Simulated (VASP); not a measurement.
# Ti3Al2 (P6/mmm) in VASP: relaxation of cell and atoms with PBE

Aim: the relaxation of cell and atoms of Ti3Al2 with PBE.

All numbers are computed with VASP 6.6.1; they aren't measurements. Logs are shortened: lines on timing, memory, paths and dates and some standing lists are left out, and cuts for length are marked.

**1. The cell of the first run**

It takes space group P6/mmm (No. 191, hexagonal). The conventional cell has a = 5.227 Å, b = 5.227 Å, c = 4.988 Å, α = 90.00°, β = 90.00°, γ = 120.00°. Within 3.4 Å of Ti (site symmetry mmm) lie 4 Ti at 2.61 Å and 4 Al at 2.89 Å. Al (site symmetry 6mm) has 2 Al at 2.48 to 2.51 Å and 6 Ti at 2.89 Å within 3.3 Å.

The cell was generated, and may not be a known phase.

**2. Relaxation of cell and atoms, PBE**

Contents of INCAR:

```
  ALGO = Fast
  EDIFF = 1E-6
  EDIFFG = -0.01
  ENCUT = 600
  GGA = PE
  IBRION = 2
  ISIF = 3
  ISMEAR = 0
  LASPH = True
  LCHARG = False
  LREAL = False
  LWAVE = False
  NELM = 60
  NSW = 100
  PREC = Accurate
  SIGMA = 0.1
```

Contents of KPOINTS:

```
k-points
0
Gamma
  12 12 8
```

Contents of POSCAR:

```
Ti3Al2
1.0
    5.2274530343      0.0000000000      0.0000000000
   -2.6137265172      4.5271071248      0.0000000000
    0.0000000000      0.0000000000      4.9875100081
Ti Al
3 2
Direct
    0.5000000000      0.0000000000      0.0000000000
    0.0000000000      0.5000000000      0.0000000000
    0.5000000000      0.5000000000      0.0000000000
    0.0000000000      0.0000000000      0.2481831507
    0.0000000000      0.0000000000      0.7518168493
```

Potentials or basis: VASP PAW PBE potentials, release 64 (Ti_sv, Al).

On the command line:

```sh
cat potpaw_PBE.64/Ti_sv/POTCAR potpaw_PBE.64/Al/POTCAR > POTCAR
mpirun -np 1 vasp_std > vasp.out
```

OUTCAR:

```text
EDIFF = 1E-6
   EDIFFG = -0.01
   ENCUT = 600
   GGA = PE
   IBRION = 2
   ISIF = 3
   ISMEAR = 0
   LASPH = True
   LREAL = False
   NELM = 60
   NSW = 100
   PREC = Accurate

 ion  position               nearest neighbor table
   1  0.500  0.000  0.000-   2 2.61   2 2.61   3 2.61   3 2.61   4 2.89   4 2.89   5 2.89   5 2.89

   2  0.000  0.500  0.000-   1 2.61   1 2.61   3 2.61   3 2.61   4 2.89   5 2.89   4 2.89   5 2.89

   3  0.500  0.500  0.000-   2 2.61   2 2.61   1 2.61   1 2.61   4 2.89   5 2.89   4 2.89   5 2.89

   4  0.000  0.000  0.248-   5 2.48   5 2.51   3 2.89   3 2.89   1 2.89   1 2.89   2 2.89   2 2.89

   5  0.000  0.000  0.752-   4 2.48   4 2.51   3 2.89   3 2.89   1 2.89   1 2.89   2 2.89   2 2.89

  LATTYP: Found a hexagonal cell.
 ALAT       =     5.2274530343
 C/A-ratio  =     0.9540994391

  Lattice vectors:

 A1 = (   5.2274530343,   0.0000000000,   0.0000000000)
 A2 = (  -2.6137265172,   4.5271071248,   0.0000000000)
 A3 = (   0.0000000000,   0.0000000000,   4.9875100081)

Analysis of symmetry for initial positions (statically):
=====================================================================
 Subroutine PRICEL returns:
 Original cell was already a primitive cell.

 Routine SETGRP: Setting up the symmetry group for a
 hexagonal supercell.

 Subroutine GETGRP returns: Found 24 space group operations
 (whereof 24 operations were pure point group operations)
 out of a pool of 24 trial point group operations.

The static configuration has the point symmetry D_6h.

Analysis of symmetry for dynamics (positions and initial velocities):
=====================================================================
 Subroutine PRICEL returns:
 Original cell was already a primitive cell.

 Routine SETGRP: Setting up the symmetry group for a
 hexagonal supercell.

 Subroutine GETGRP returns: Found 24 space group operations
 (whereof 24 operations were pure point group operations)
 out of a pool of 24 trial point group operations.

The dynamic configuration has the point symmetry D_6h.

 Subroutine INISYM returns: Found 24 space group operations
 (whereof 24 operations are pure point group operations),
 and found     1 'primitive' translations

----------------------------------------------------------------------------------------

                                     Primitive cell

  volume of cell :     118.0306

  direct lattice vectors                    reciprocal lattice vectors
     5.227453034  0.000000000  0.000000000     0.191297749  0.110445807  0.000000000
    -2.613726517  4.527107125  0.000000000     0.000000000  0.220891614  0.000000000
     0.000000000  0.000000000  4.987510008     0.000000000  0.000000000  0.200500851

  length of vectors
     5.227453034  5.227453034  4.987510008     0.220891614  0.220891614  0.200500851

  position of ions in fractional coordinates (direct lattice)
     0.500000000  0.000000000  0.000000000
     0.000000000  0.500000000  0.000000000
     0.500000000  0.500000000  0.000000000
     0.000000000  0.000000000  0.248183151
     0.000000000  0.000000000  0.751816849

  ion indices of the primitive-cell ions
   primitive index   ion index
                 1           1
                 2           2
                 3           3
                 4           4
                 5           5

----------------------------------------------------------------------------------------

 KPOINTS: k-points

Automatic generation of k-mesh.
 Grid dimensions read from file:
 generate k-points for:   12   12    8

 Generating k-lattice:

  Cartesian coordinates                     Fractional coordinates (reciprocal lattice)
     0.015941479  0.009203817  0.000000000     0.083333333 -0.000000000  0.000000000
     0.000000000  0.018407635  0.000000000     0.000000000  0.083333333  0.000000000
     0.000000000  0.000000000  0.025062606     0.000000000  0.000000000  0.125000000

  Length of vectors
     0.018407635  0.018407635  0.025062606

  Shift w.r.t. Gamma in fractional coordinates (k-lattice)
     0.000000000  0.000000000  0.000000000

 Subroutine IBZKPT returns following result:
 ===========================================

 Found     95 irreducible k-points:

 Following reciprocal coordinates:
            Coordinates               Weight
  0.000000  0.000000  0.000000      1.000000
  0.083333 -0.000000  0.000000      6.000000
  0.166667 -0.000000  0.000000      6.000000
  0.250000 -0.000000  0.000000      6.000000
  0.333333 -0.000000  0.000000      6.000000
  0.416667  0.000000  0.000000      6.000000
[... 16 lines left out ...]
  0.250000 -0.000000  0.125000     12.000000
  0.333333 -0.000000  0.125000     12.000000
 [... further k-points ...]
   k-points           NKPTS =     95   k-points in BZ     NKDIM =     95   number of bands    NBANDS=     25
   number of dos      NEDOS =    301   number of ions     NIONS =      5
   total plane-waves  NPLWV =  70560
   dimension x,y,z NGX =    42 NGY =   42 NGZ =   40
   dimension x,y,z NGXF=    84 NGYF=   84 NGZF=   80
   ions per type =               3   2
   NGX,Y,Z   is equivalent  to a cutoff of  13.36, 13.36, 13.33 a.u.
   NGXF,Y,Z  is equivalent  to a cutoff of  26.71, 26.71, 26.67 a.u.
 SYSTEM =  unknown system
   PREC   = accura    normal or accurate (medium, high low for compatibility)
   ISTART =      0    job   : 0-new  1-cont  2-samecut
   ICHARG =      2    charge: 1-file 2-atom 10-const
   ISPIN  =      1    spin polarized calculation?
   LNONCOLLINEAR =      F non collinear calculations
   LSORBIT =      F    spin-orbit coupling
   LASPH  =      T    aspherical Exc in radial PAW
   ENCUT  =  600.0 eV  44.10 Ry    6.64 a.u.  10.44 10.44  9.96*2*pi/ulx,y,z
   NELM   =     60;   NELMIN=  2; NELMDL= -5     # of ELM steps
   EDIFF  = 0.1E-05   stopping-criterion for ELM
   LREAL  =      F    real-space projection
   EDIFFG = -.1E-01   stopping-criterion for IOM
   NSW    =    100    number of steps for IOM
   IBRION =      2    ionic relax: 0-MD 1-quasi-New 2-CG
   NFREE  =      1    steps in history (QN), initial steepest desc. (CG)
   ISIF   =      3    stress and relaxation
   ISYM   =      2    0-nonsym 1-usesym 2-fastsym
   POTIM  = 0.5000    time-step for ionic-motion
   TEBEG  =    0.0;   TEEND  =   0.0 temperature during run
   PSTRESS=    0.0 pullay stress
   NELECT =      42.0000    total number of electrons
   NUPDOWN=      -1.0000    fix difference up-down
   EMIN   =  10.00;   EMAX   =-10.00  energy-range for DOS
   EFERMI =   0.00;   METHOD = LEGACY
   ISMEAR =     0;   SIGMA  =   0.10  broadening in eV -4-tet -1-fermi 0-gaus
   EFERMI_NEDOS =   21; number of points for ismear=-14 and -15
   IALGO  =     68    algorithm
   IMIX   =      4    mixing-type and parameters
     AMIX     =   0.40;   BMIX     =  1.00
     AMIX_MAG =   1.60;   BMIX_MAG =  1.00
  volume/ion in A,a.u.               =      23.61       159.30
  Fermi-wavevector in a.u.,A,eV,Ry     =   1.160094  2.192259 18.310954  1.345817
  Thomas-Fermi vector in A             =   2.296680
   LORBIT       =      0    0 simple, 1 ext, 2 COOP (PROOUT), +10 PAW based schemes
   GGA     = PE    functional components
   LHFCALC =     F    Hartree Fock is set to
   AEXX    =    0.0000 exact exchange contribution
   IVDW    =     0    specifies the selected vdW correction
   LEPSILON=     F    determine dielectric tensor
   LRPA    =     F    only Hartree local field effects (RPA)
 conjugate gradient relaxation of ions
 non-spin polarized calculation
 RMM-DIIS sequential band-by-band and
 Gauss-broadening in eV      SIGMA  =   0.10
  energy-cutoff  :      600.00
  volume of cell :      118.03
 maximum number of plane-waves:      3967
 NGX is ok and might be reduce to    42
   NGX = 21   NGY = 21   NGZ = 19

--------------------------------------- Ionic step        1  -------------------------------------------

 number of electron      42.0000007 magnetization

 Free energy of the ion-electron system (eV)
  ---------------------------------------------------
  ext. energy  EPLUGINS =         0.00000000
  ---------------------------------------------------
  free energy    TOTEN  =       -27.34590254 eV

  energy without entropy =      -27.29540043  energy(sigma->0) =      -27.32065148

------------------------ aborting loop because EDIFF is reached ----------------------------------------

  FORCE on cell =-STRESS in cart. coord.  units (eV):
  Direction    XX          YY          ZZ          XY          YZ          ZX
  --------------------------------------------------------------------------------------
  -------------------------------------------------------------------------------------
  Total        0.0773309      0.0773309      0.2729445     -0.0000000      0.0000000      0.0000000
  in kB        1.0497087      1.0497087      3.7050167     -0.0000000      0.0000000      0.0000000
  external PRESSURE =       1.9348113 kB  Pullay stress =       0.0000000 kB
[... 219 lines left out ...]
  energy  without entropy=      -27.2955478331  energy(sigma->0) =      -27.32132703

--------------------------------------- Ionic step        7  -------------------------------------------

 number of electron      42.0000011 magnetization

 Free energy of the ion-electron system (eV)
  ---------------------------------------------------
  ext. energy  EPLUGINS =         0.00000000
  ---------------------------------------------------
  free energy    TOTEN  =       -27.34717268 eV

  energy without entropy =      -27.29536779  energy(sigma->0) =      -27.32127023

 E-fermi :   4.5859     XC(G=0):  -9.1794

 val. band max:        4.5845538348   @ k =   0.4167   0.1667   0.2500
 cond. band min:       4.5872899136   @ k =   0.3333   0.3333   0.2500
 fundamental gap:      0.0027360788
 Fermi energy:         4.5859106314

 k-point     1 :       0.0000    0.0000    0.0000
  band No.  band energies     occupation
      1     -52.0685      2.00000
      2     -51.8665      2.00000
      3     -51.8665      2.00000
      4     -28.8461      2.00000
      5     -28.4760      2.00000
      6     -28.4760      2.00000
[... 661 lines left out ...]
     24       5.1503      0.00000
     25       5.5063      0.00000

 [... further k-points ...]

------------------------ aborting loop because EDIFF is reached ----------------------------------------

  FORCE on cell =-STRESS in cart. coord.  units (eV):
  Direction    XX          YY          ZZ          XY          YZ          ZX
  --------------------------------------------------------------------------------------
  -------------------------------------------------------------------------------------
  Total       -0.0117730     -0.0117730      0.0215200      0.0000000     -0.0000000      0.0000000
  in kB       -0.1591590     -0.1591590      0.2909298      0.0000000     -0.0000000      0.0000000
  external PRESSURE =      -0.0091294 kB  Pullay stress =       0.0000000 kB
[... 20 lines left out ...]
  FREE ENERGIE OF THE ION-ELECTRON SYSTEM (eV)
  ---------------------------------------------------
  free  energy   TOTEN  =       -27.3471726751 eV

  energy  without entropy=      -27.2953677940  energy(sigma->0) =      -27.32127023

 reached required accuracy - stopping structural energy minimisation
```

Run time: 20 min. Hardware: 1 thread of AMD EPYC 9R45 (Zen 5), shared host; peak memory 0.44 GiB.

What came out:

```
Free energy                           : -27.3472 eV
Relaxed volume                        : 23.70 Å³/atom
Relaxed cell                          : a = 5.221 Å, b = 5.221 Å, c = 5.021 Å, α = 90.00°, β = 90.00°, γ = 120.00°
Space group after relaxing (to 0.1 Å) : P6/mmm (No. 191)
Energy gained by relaxing             : 0.3 meV/atom
Ionic steps                           : 7
Pressure after relaxing               : 0.0 GPa
Largest force after relaxing          : 0.007 eV/Å
Band gap on the k mesh                : zero (bands 21 and 22 overlap by 0.77 eV)
```

Forces in eV/Å, atoms in the order of the input:
```
Ti   0.000  0.000  0.000
Ti   0.000  0.000  0.000
Ti   0.000  0.000  0.000
Al   0.000  0.000 -0.007
Al   0.000  0.000  0.007
```

Step by step:
```csv
step,energy change (eV),largest force (eV/Å),pressure (GPa),volume (Å³)
1,0.0000,0.1079,0.19,118.03
2,-0.0008,0.0178,-0.10,118.52
3,-0.0008,0.0047,-0.08,118.46
4,-0.0011,0.0132,0.00,118.38
5,-0.0012,0.0213,0.07,118.30
6,-0.0012,0.0193,0.08,118.32
7,-0.0013,0.0072,0.00,118.51
```

Final structure:
```cif
data_structure
_symmetry_space_group_name_H-M 'P 1'
_symmetry_Int_Tables_number 1
_cell_length_a 5.2206
_cell_length_b 5.2206
_cell_length_c 5.0210
_cell_angle_alpha 90.000
_cell_angle_beta 90.000
_cell_angle_gamma 120.000
_cell_volume 118.51
loop_
_atom_site_label
_atom_site_type_symbol
_atom_site_fract_x
_atom_site_fract_y
_atom_site_fract_z
_atom_site_occupancy
Ti1 Ti 0.50000 0.00000 0.00000 1
Ti2 Ti 0.00000 0.50000 0.00000 1
Ti3 Ti 0.50000 0.50000 0.00000 1
Al1 Al 0.00000 0.00000 0.24931 1
Al2 Al 0.00000 0.00000 0.75069 1
```

Levels at points of the mesh, in eV from the Fermi level:
| k point | band 19 | band 20 | band 21 | band 22 | band 23 | band 24 |
| --- | --- | --- | --- | --- | --- | --- |
| (0.00, 0.00, 0.00) | -1.01 | -0.62 | -0.62 | -0.56 | -0.56 | 0.70 |
| (0.50, 0.00, 0.00) | -0.49 | -0.41 | -0.06 | 0.16 | 0.22 | 0.57 |
| (0.00, 0.00, 0.50) | -1.07 | -1.07 | 0.21 | 0.28 | 0.28 | 2.11 |
| (0.50, 0.00, 0.50) | -0.78 | -0.68 | 0.10 | 0.29 | 0.78 | 0.84 |
